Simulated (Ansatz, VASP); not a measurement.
Se: VASP beside Ansatz

```
Se
1.0
    -1.76179    1.76179    1.76179
     1.76179   -1.76179    1.76179
     1.76179    1.76179   -1.76179
Se
1
Direct
  0.00000 0.00000 0.00000
```

Alike in both runs: task single point; functional r2SCAN; k mesh 15 × 15 × 15; occupations fermi-dirac, width 0.1 eV; no spin polarisation.

|  | VASP | Ansatz |
| --- | --- | --- |
| version | VASP 6.6.1 | Ansatz 0.2.0 |
| potentials or method | VASP PAW PBE potentials, release 64 (Se), cutoff 520 eV | plane waves (500 eV) with PAW, scalar-relativistic |
| valence electrons in the cell | 6 | 16 |

Ansatz gave:

- pressure (GPa): -4.5

**Question.** What did VASP give for the same quantities?

**Answer.** Pressure (GPa): -4.6.

VASP's potentials were made for PBE, not for r2SCAN. VASP's potentials hold 6 valence electrons a cell and Ansatz's 16, so a difference there can come from the potentials and not from the codes.
